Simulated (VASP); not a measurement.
# SiC (R3m) in VASP: a series of runs, part 2 of 2

VASP 6.6.1. Earlier steps stand in the parts before.

### 3 G0W0 quasiparticle levels, PBE

This run uses another cell than the first one, of 10.91 Å³/atom.

POSCAR

```
SiC
1.0
   -0.0509911692      2.1924027524      2.1924027524
    2.1924027524     -0.0509911692      2.1924027524
    2.1924027524      2.1924027524     -0.0509911692
Si C
1 1
Direct
   -0.0008577277     -0.0008577277     -0.0008577277
    0.2508577277      0.2508577277      0.2508577277
```

INCAR.step1

```
PREC = Accurate
ENCUT = 500
EDIFF = 1E-8
ISMEAR = 0
SIGMA = 0.01
LREAL = False
LASPH = True
NELM = 80
ALGO = Normal
LWAVE = True
LCHARG = False
GGA = PE
```

INCAR.step2

```
PREC = Accurate
ENCUT = 500
EDIFF = 1E-8
ISMEAR = 0
SIGMA = 0.01
LREAL = False
LASPH = True
NELM = 1
ALGO = Exact
LWAVE = True
LCHARG = False
GGA = PE
NBANDS = 94
LOPTICS = True
ISTART = 1
```

INCAR.step3

```
PREC = Accurate
ENCUT = 500
EDIFF = 1E-8
ISMEAR = 0
SIGMA = 0.01
LREAL = False
LASPH = True
ALGO = EVGW0
LWAVE = False
LCHARG = False
GGA = PE
NELMGW = 1
NBANDS = 94
ENCUTGW = 150.0
NOMEGA = 96
PRECFOCK = Fast
ISTART = 1
NBANDSGW = 12
OMEGAMAX = 20
```

KPOINTS

```
Automatic mesh
0
Gamma
  6 6 6
```

Potentials or basis: VASP PAW PBE potentials, release 64 (Si_GW, C_GW).

Command:

```sh
> cat potpaw_PBE.64/Si_GW/POTCAR potpaw_PBE.64/C_GW/POTCAR > POTCAR
> cp INCAR.step1 INCAR
> mpirun -np 1 vasp_std > vasp.out
> cp INCAR.step2 INCAR
> mpirun -np 1 vasp_std > vasp.out
> cp INCAR.step3 INCAR
> mpirun -np 1 vasp_std > vasp.out
```

OUTCAR:

```text
PREC = Accurate
   ENCUT = 500
   EDIFF = 1E-8
   ISMEAR = 0
   LREAL = False
   LASPH = True
   GGA = PE
   NELMGW = 1
   ENCUTGW = 150.0
   PRECFOCK = Fast
   ISTART = 1

 ion  position               nearest neighbor table
   1  0.999  0.999  0.999-   2 1.89   2 1.93   2 1.93   2 1.93
   2  0.251  0.251  0.251-   1 1.89   1 1.93   1 1.93   1 1.93

  LATTYP: Found a trigonal (rhomboedric) cell.
 ALAT       =     3.1009449780
 COS(alpha) =     0.4766129691

  Lattice vectors:

 A1 = (  -0.0509911692,   2.1924027524,   2.1924027524)
 A2 = (   2.1924027524,  -0.0509911692,   2.1924027524)
 A3 = (   2.1924027524,   2.1924027524,  -0.0509911692)

Analysis of symmetry for initial positions (statically):
=====================================================================
 Subroutine PRICEL returns:
 Original cell was already a primitive cell.

 Routine SETGRP: Setting up the symmetry group for a
 trigonal (rhombohedral) supercell.

 Subroutine GETGRP returns: Found  6 space group operations
 (whereof  6 operations were pure point group operations)
 out of a pool of 12 trial point group operations.

The static configuration has the point symmetry C_3v.

Analysis of symmetry for dynamics (positions and initial velocities):
=====================================================================
 Subroutine PRICEL returns:
 Original cell was already a primitive cell.

 Routine SETGRP: Setting up the symmetry group for a
[... 123 lines left out ...]
   IALGO  =     38    algorithm
   IMIX   =      4    mixing-type and parameters
     AMIX     =   0.40;   BMIX     =  1.00
     AMIX_MAG =   1.60;   BMIX_MAG =  1.00
  volume/ion in A,a.u.               =      10.91        73.59
  Fermi-wavevector in a.u.,A,eV,Ry     =   1.171865  2.214504 18.684450  1.373268
  Thomas-Fermi vector in A             =   2.308303
   LORBIT       =      0    0 simple, 1 ext, 2 COOP (PROOUT), +10 PAW based schemes
   GGA     = PE    functional components
   LHFCALC =     T    Hartree Fock is set to
   PRECFOCK=fast      Normal, Fast or Accurate (Low or Medium for compatibility)
   ENCUT4O =  -1.0   cutoff for four orbital integrals eV
   NKREDX  =     1    reduce k-point grid by
   NKREDY  =     1    reduce k-point grid by
   NKREDZ  =     1    reduce k-point grid by
   AEXX    =    1.0000 exact exchange contribution
   HFSCREEN=    0.0000 screening length (either q_TF or 0.3 A-1)
   HFSCREENC=   0.0000 screening length for correlation (either q_TF or 0.3 A-1)
   ENCUTFOCK=  -1.0 apply spherical cutoff to Coloumb kernel
   IVDW    =     0    specifies the selected vdW correction
   LEPSILON=     F    determine dielectric tensor
   LRPA    =     F    only Hartree local field effects (RPA)
   LRPAFORCE           =     F    calculate RPA forces
   ENCUTGW             = 150.0    cutoff for response function in eV
   ENCUTGWSOFT         = 120.0    soft cutoff for Coulomb kernel in GW response function in eV
   ENCUTLF             =  -1.0    cutoff for local field effects
   NELMGW              =     1    number of iterations in solving QP/BSE equation
   NELMHF              =     1    number of iterations in the inner HF iteration
   NKREDLFX            =     1    NKREDLFY  =   1   NKREDLFZ  =   1
 non-spin polarized calculation
 Gauss-broadening in eV      SIGMA  =   0.01
  energy-cutoff  :      500.00
  volume of cell :       21.81
 maximum number of plane-waves:       574
 NGX is ok and might be reduce to    24
  NGX = 14; NGY = 14; NGZ = 14
   NGX = 11   NGY = 11   NGZ = 11
 maximum number of plane-waves:        95
 NGX is ok and might be reduce to    14

 QP shifts <psi_nk| G(iteration)W_0 |psi_nk>: iteration 1
 for sc-GW calculations column KS-energies equals QP-energies in previous step
 and V_xc(KS)=  KS-energies - (<T + V_ion + V_H > + <T+V_H+V_ion>^1  + <V_x>^1)

 k-point   1 :       0.0000    0.0000    0.0000
  band No.  KS-energies  QP-energies   sigma(KS)   V_xc(KS)     V^pw_x(r,r')   Z            occupation Imag(sigma)

      1      -7.7911      -8.7610     -13.9921     -12.6108     -21.4314       0.7021       2.0000       1.2502
      2       7.1267       6.5541     -15.3102     -14.5807     -17.0856       0.7850       2.0000       0.0273
      3       7.1267       6.5541     -15.3102     -14.5807     -17.0856       0.7850       2.0000       0.0273
      4       7.3868       6.8252     -15.4768     -14.7602     -17.3376       0.7835       2.0000       0.0275
      5      12.6409      13.1338     -12.3131     -12.9465      -7.3813       0.7782       0.0000      -0.0657
      6      13.9236      14.4409     -10.7171     -11.3713      -5.7322       0.7908       0.0000      -0.0669
      7      13.9236      14.4409     -10.7171     -11.3713      -5.7322       0.7908       0.0000      -0.0669
      8      14.8277      15.3627     -10.9214     -11.6039      -5.6950       0.7839       0.0000      -0.0782
      9      21.4036      21.9743     -10.5046     -11.2365      -4.3925       0.7797       0.0000      -0.2516
     10      21.4036      21.9743     -10.5046     -11.2365      -4.3925       0.7797       0.0000      -0.2516
     11      22.8728      23.0607      -9.3880      -9.6319      -2.8932       0.7704       0.0000      -0.3773
     12      23.9942      24.1921      -9.8573     -10.1152      -2.8993       0.7670       0.0000      -0.5931
[... 356 lines left out ...]
      1      -2.8695      -3.7132     -15.4860     -14.3164     -21.6955       0.7214       2.0000       0.6043
      2       0.0387      -0.8142     -13.6590     -12.4898     -17.8051       0.7295       2.0000       0.2199
      3       2.8370       1.9991     -13.6816     -12.5725     -16.5865       0.7555       2.0000       0.0696
      4       3.0697       2.2467     -13.5615     -12.4758     -16.3498       0.7580       2.0000       0.0642
      5      11.1135      11.4627     -11.0667     -11.5047      -6.7112       0.7972       0.0000      -0.0547
      6      14.0278      14.5490     -11.0185     -11.6754      -6.0911       0.7935       0.0000      -0.0667
      7      17.4901      18.0122     -11.2027     -11.8930      -4.9234       0.7563       0.0000      -0.1840
      8      18.9868      19.6356     -11.8685     -12.7242      -5.5770       0.7583       0.0000      -0.1977
      9      20.7350      21.3433     -11.9883     -12.8218      -4.6187       0.7298       0.0000      -0.3763
     10      24.4147      24.8818     -10.9920     -11.6085      -3.7004       0.7576       0.0000      -0.5750
     11      27.3139      28.0537     -11.9880     -12.9745      -4.3986       0.7499       0.0000      -0.7670
     12      30.3582      30.8502     -11.6938     -12.3461      -3.9073       0.7543       0.0000      -1.1142

 [... further k-points ...]
```

OUTCAR.step1:

```text
PREC = Accurate
   ENCUT = 500
   EDIFF = 1E-8
   ISMEAR = 0
   LREAL = False
[... 487 lines left out ...]
      4.33010      4.33010      4.33010        -0.021638     -0.021638     -0.021638
      1.08717      1.08717      1.08717         0.021638      0.021638      0.021638
 -----------------------------------------------------------------------------------
    total drift:                                0.000038      0.000038      0.000038

  FREE ENERGIE OF THE ION-ELECTRON SYSTEM (eV)
  ---------------------------------------------------
  free  energy   TOTEN  =       -15.0054817895 eV

  energy  without entropy=      -15.0054817895  energy(sigma->0) =      -15.00548179
```

OUTCAR.step2:

```text
PREC = Accurate
   ENCUT = 500
   EDIFF = 1E-8
   ISMEAR = 0
   LREAL = False
[... 1014 lines left out ...]
     0.00000     7.98269     7.98269     7.98269    -0.10483    -0.10483    -0.10483
     1.83571     8.56476     8.56476     8.56476    -0.11675    -0.11675    -0.11675
     3.67141    11.57465    11.57465    11.57465    -0.12093    -0.12093    -0.12093
     5.50712     9.96017     9.96017     9.96017    -1.25134    -1.25134    -1.25134
     7.34283    -2.25751    -2.25751    -2.25751     0.79700     0.79700     0.79700
     9.17854    -2.95525    -2.95525    -2.95525    -0.31507    -0.31507    -0.31507
[... 92 lines left out ...]
   179.89930     0.98369     0.98369     0.98369    -0.00001    -0.00001    -0.00001
   181.73500     0.98404     0.98404     0.98404    -0.00001    -0.00001    -0.00001
```

It took 7.8 min on 1 thread of AMD EPYC 9R45 (Zen 5), shared host; peak memory 0.45 GiB.

What came out:

| Quantity | Value |
| --- | --- |
| Quasiparticle gap | 1.96 eV |
| Least direct quasiparticle gap | 5.25 eV |
| Band gap of the starting levels on the mesh | 1.20 eV |
| Least direct gap of the starting levels on the mesh | 4.26 eV |

Caveat: the k points lie up to 0.41 Å⁻¹ apart; the cutoff is under 1.25 times the usual one of these potentials, so pressure, stress and relaxed cells hold a basis-set (Pulay) error; bands, screening cutoff and mesh are small and nothing is extrapolated, so the quasiparticle values aren't converged.
